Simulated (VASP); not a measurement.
# TiC (P-6m2) in VASP: single point with PBE

Aim: the single point of TiC with PBE.

Everything below comes from runs of VASP 6.6.1. Logs are shortened: lines on timing, memory, paths and dates and some standing lists are left out, and cuts for length are marked.

## Step 1: The cell of the first run

Symmetry: P-6m2, No. 187, hexagonal system. The conventional cell has a = 3.133 Å, b = 3.133 Å, c = 19.161 Å, α = 90.00°, β = 90.00°, γ = 120.00°. Within 2.9 Å of Ti (site symmetry -6m2) lie 6 C at 2.18 Å. Ti (site symmetry 3m) has 6 C at 2.17 to 2.19 Å and 12 Ti at 3.02 to 3.13 Å within 3.2 Å. Ti (site symmetry 3m) has 6 C at 2.16 to 2.18 Å and 12 Ti at 2.99 to 3.13 Å within 3.2 Å. Within 2.8 Å of Ti (site symmetry 3m) lie 6 C at 2.15 to 2.17 Å. Within 2.8 Å of Ti (site symmetry -6m2) lie 6 C at 2.15 Å. C (site symmetry 3m) has 6 Ti at 2.17 to 2.18 Å and 1 C at 2.43 Å within 2.9 Å. C (site symmetry 3m) has 6 Ti at 2.16 to 2.19 Å and 1 C at 2.41 Å within 2.9 Å. C (site symmetry 3m) has 6 Ti at 2.15 to 2.18 Å and 2 C at 2.36 to 2.41 Å within 2.8 Å.

## Step 2: Single point, PBE

The input, INCAR:

```
SYSTEM = TiC
  ALGO = Normal
  EDIFF = 1E-6
  ENCUT = 520
  GGA = PE
  ISIF = 2
  ISMEAR = 0
  LASPH = .True.
  LCHARG = .False.
  LREAL = Auto
  LWAVE = .False.
  NBANDS = 78
  NELM = 100
  PREC = Accurate
  SIGMA = 0.1
```

The input, KPOINTS:

```
k-points
0
Gamma
  12 12 3
  0 0 0
```

The input, POSCAR:

```
TiC
1.0
    3.1327473697      0.0000000000      0.0000000000
   -1.5663736849      2.7130388058      0.0000000000
    0.0000000000      0.0000000000     19.1607590471
Ti C
8 8
Direct
    0.0000000000      0.0000000000      0.0000000000
    0.3333333333      0.6666666667      0.1261241415
    0.6666666667      0.3333333333      0.2520206697
    0.3333333333      0.6666666667      0.3764745307
    0.6666666667      0.3333333333      0.5000000000
    0.3333333333      0.6666666667      0.6235254693
    0.6666666667      0.3333333333      0.7479793303
    0.3333333333      0.6666666667      0.8738758585
    0.6666666667      0.3333333333      0.0633139623
    0.0000000000      0.0000000000      0.1902222883
    0.0000000000      0.0000000000      0.3157512411
    0.0000000000      0.0000000000      0.4390175621
    0.0000000000      0.0000000000      0.5609824379
    0.0000000000      0.0000000000      0.6842487589
    0.0000000000      0.0000000000      0.8097777117
    0.6666666667      0.3333333333      0.9366860377
```

Potentials or basis: VASP PAW PBE potentials, release 64 (Ti_sv, C).

Command:

```sh
> cat potpaw_PBE.64/Ti_sv/POTCAR potpaw_PBE.64/C/POTCAR > POTCAR
> mpirun -np 1 vasp_std > vasp.out
```

OUTCAR:

```text
SYSTEM = TiC
   EDIFF = 1E-6
   ENCUT = 520
   GGA = PE
   ISIF = 2
   ISMEAR = 0
   LASPH = .True.
   LREAL = Auto
   NELM = 100
   PREC = Accurate

 ion  position               nearest neighbor table
   1  0.000  0.000  0.000-   9 2.18  16 2.18   9 2.18  16 2.18   9 2.18  16 2.18
   2  0.333  0.667  0.126-   9 2.17   9 2.17   9 2.17  10 2.19  10 2.19  10 2.19
   3  0.667  0.333  0.252-  10 2.16  10 2.16  10 2.16  11 2.18  11 2.18  11 2.18
   4  0.333  0.667  0.376-  11 2.15  11 2.15  11 2.15  12 2.17  12 2.17  12 2.17
   5  0.667  0.333  0.500-  12 2.15  13 2.15  12 2.15  13 2.15  12 2.15  13 2.15
   6  0.333  0.667  0.624-  14 2.15  14 2.15  14 2.15  13 2.17  13 2.17  13 2.17
[... 8 lines left out ...]
  15  0.000  0.000  0.810-   7 2.16   7 2.16   7 2.16   8 2.19   8 2.19   8 2.19
  16  0.667  0.333  0.937-   8 2.17   8 2.17   8 2.17   1 2.18   1 2.18   1 2.18

  LATTYP: Found a hexagonal cell.
 ALAT       =     3.1327473697
 C/A-ratio  =     6.1162796695

  Lattice vectors:

 A1 = (   3.1327473697,   0.0000000000,   0.0000000000)
 A2 = (  -1.5663736849,   2.7130388058,   0.0000000000)
 A3 = (   0.0000000000,   0.0000000000,  19.1607590471)

Analysis of symmetry for initial positions (statically):
=====================================================================
 Subroutine PRICEL returns:
 Original cell was already a primitive cell.

 Routine SETGRP: Setting up the symmetry group for a
 hexagonal supercell.

 Subroutine GETGRP returns: Found 12 space group operations
 (whereof 12 operations were pure point group operations)
 out of a pool of 24 trial point group operations.

The static configuration has the point symmetry D_3h.

Analysis of symmetry for dynamics (positions and initial velocities):
=====================================================================
 Subroutine PRICEL returns:
 Original cell was already a primitive cell.

 Routine SETGRP: Setting up the symmetry group for a
 hexagonal supercell.

 Subroutine GETGRP returns: Found 12 space group operations
 (whereof 12 operations were pure point group operations)
 out of a pool of 24 trial point group operations.

The dynamic configuration has the point symmetry D_3h.

 Subroutine INISYM returns: Found 12 space group operations
 (whereof 12 operations are pure point group operations),
 and found     1 'primitive' translations

----------------------------------------------------------------------------------------
[... 127 lines left out ...]
   ISIF   =      2    stress and relaxation
   ISYM   =      2    0-nonsym 1-usesym 2-fastsym
   POTIM  = 0.5000    time-step for ionic-motion
   TEBEG  =    0.0;   TEEND  =   0.0 temperature during run
   PSTRESS=    0.0 pullay stress
   NELECT =     128.0000    total number of electrons
   NUPDOWN=      -1.0000    fix difference up-down
   EMIN   =  10.00;   EMAX   =-10.00  energy-range for DOS
   EFERMI =   0.00;   METHOD = LEGACY
   ISMEAR =     0;   SIGMA  =   0.10  broadening in eV -4-tet -1-fermi 0-gaus
   EFERMI_NEDOS =   21; number of points for ismear=-14 and -15
   IALGO  =     38    algorithm
   IMIX   =      4    mixing-type and parameters
     AMIX     =   0.40;   BMIX     =  1.00
     AMIX_MAG =   1.60;   BMIX_MAG =  1.00
  volume/ion in A,a.u.               =      10.18        68.69
  Fermi-wavevector in a.u.,A,eV,Ry     =   1.510823  2.855041 31.056451  2.282585
  Thomas-Fermi vector in A             =   2.620961
   LORBIT       =      0    0 simple, 1 ext, 2 COOP (PROOUT), +10 PAW based schemes
   GGA     = PE    functional components
   LHFCALC =     F    Hartree Fock is set to
   AEXX    =    0.0000 exact exchange contribution
   IVDW    =     0    specifies the selected vdW correction
   LEPSILON=     F    determine dielectric tensor
   LRPA    =     F    only Hartree local field effects (RPA)
 non-spin polarized calculation
 Gauss-broadening in eV      SIGMA  =   0.10
  energy-cutoff  :      520.00
  volume of cell :      162.85
 maximum number of plane-waves:      4418
 NGX is ok and might be reduce to    24
   NGX = 11   NGY = 11   NGZ = 71

 number of electron     128.0000024 magnetization

 Free energy of the ion-electron system (eV)
  ---------------------------------------------------
  ext. energy  EPLUGINS =         0.00000000
  ---------------------------------------------------
  free energy    TOTEN  =      -147.74132736 eV

  energy without entropy =     -147.72411394  energy(sigma->0) =     -147.73272065

 E-fermi :   9.8232     XC(G=0): -12.6798

 val. band max:        9.8200920412   @ k =   0.0833   0.0000   0.3333
 cond. band min:       9.8327756503   @ k =   0.3333   0.2500   0.0000
 fundamental gap:      0.0126836091
 Fermi energy:         9.8232475990

 k-point     1 :       0.0000    0.0000    0.0000
  band No.  band energies     occupation
      1     -47.0551      2.00000
      2     -47.0350      2.00000
      3     -47.0250      2.00000
      4     -47.0045      2.00000
      5     -46.9931      2.00000
      6     -46.9665      2.00000
[... 1885 lines left out ...]
     75      11.9972      0.00000
     76      12.0295      0.00000

 [... further k-points ...]

 [bands above 76 left out]

------------------------ aborting loop because EDIFF is reached ----------------------------------------

  FORCE on cell =-STRESS in cart. coord.  units (eV):
  Direction    XX          YY          ZZ          XY          YZ          ZX
  --------------------------------------------------------------------------------------
  -------------------------------------------------------------------------------------
  Total        0.0736493      0.0736493      0.0526866     -0.0000000      0.0000000      0.0000000
  in kB        0.7245777      0.7245777      0.5183419     -0.0000000      0.0000000      0.0000000
  external PRESSURE =       0.6558325 kB  Pullay stress =       0.0000000 kB

 VOLUME and BASIS-vectors are now :
 -----------------------------------------------------------------------------
  energy-cutoff  :      520.00
  volume of cell :      162.85
      direct lattice vectors                 reciprocal lattice vectors
     3.132747370  0.000000000  0.000000000     0.319208631  0.184295189  0.000000000
    -1.566373685  2.713038806  0.000000000     0.000000000  0.368590378  0.000000000
     0.000000000  0.000000000 19.160759047     0.000000000  0.000000000  0.052189999

 POSITION                                       TOTAL-FORCE (eV/Angst)
 -----------------------------------------------------------------------------------
      0.00000      0.00000      0.00000         0.000000      0.000000     -0.000000
     -0.00000      1.80869      2.41663         0.000000      0.000000      0.004556
      1.56637      0.90435      4.82891        -0.000000      0.000000     -0.007379
     -0.00000      1.80869      7.21354        -0.000000     -0.000000      0.004981
      1.56637      0.90435      9.58038        -0.000000     -0.000000     -0.000000
     -0.00000      1.80869     11.94722        -0.000000      0.000000     -0.004981
[... 8 lines left out ...]
      0.00000      0.00000     15.51596        -0.000000     -0.000000      0.003357
      1.56637      0.90435     17.94762        -0.000000     -0.000000     -0.000763
 -----------------------------------------------------------------------------------
    total drift:                                0.000000     -0.000000      0.000000

  FREE ENERGIE OF THE ION-ELECTRON SYSTEM (eV)
  ---------------------------------------------------
  free  energy   TOTEN  =      -147.7413273550 eV

  energy  without entropy=     -147.7241139408  energy(sigma->0) =     -147.73272065
```

OSZICAR:

```text
N       E                     dE             d eps       ncg     rms          rms(c)
DAV:   1     0.190975402643E+04    0.19098E+04   -0.59946E+04  5928   0.203E+03
DAV:   2     0.169703258457E+03   -0.17401E+04   -0.16874E+04  5928   0.642E+02
DAV:   3    -0.153751742517E+03   -0.32346E+03   -0.31088E+03  8348   0.228E+02
[... 12 lines left out ...]
DAV:  16    -0.147741339194E+03   -0.36396E-04   -0.18580E-03  8976   0.362E-01    0.590E-02
DAV:  17    -0.147741316459E+03    0.22735E-04   -0.48013E-04  8376   0.223E-01    0.336E-02
DAV:  18    -0.147741331138E+03   -0.14678E-04   -0.15725E-04  7920   0.877E-02    0.172E-02
DAV:  19    -0.147741326498E+03    0.46400E-05   -0.44998E-05  8568   0.392E-02    0.552E-03
DAV:  20    -0.147741327355E+03   -0.85739E-06   -0.49208E-06  6616   0.120E-02
   1 F= -.14774133E+03 E0= -.14773272E+03  d E =-.172134E-01
```

Run time: 19 min. Hardware: 1 thread of Intel Xeon Platinum 8488C (Sapphire Rapids), shared host; peak memory 0.44 GiB.

What came out:

* Free energy: -147.7413 eV
* Pressure: 0.1 GPa
* Largest force: 0.010 eV/Å
* Band gap on the k mesh: zero (bands 64 and 65 overlap by 0.90 eV)

Forces on the atoms (eV/Å):
```
Ti   0.000  0.000  0.000
Ti   0.000  0.000  0.005
Ti   0.000  0.000 -0.007
Ti   0.000  0.000  0.005
Ti   0.000  0.000  0.000
Ti   0.000  0.000 -0.005
Ti   0.000  0.000  0.007
Ti   0.000  0.000 -0.005
C    0.000  0.000  0.001
C    0.000  0.000 -0.003
C    0.000  0.000  0.010
C    0.000  0.000  0.007
C    0.000  0.000 -0.007
C    0.000  0.000 -0.010
C    0.000  0.000  0.003
C    0.000  0.000 -0.001
```
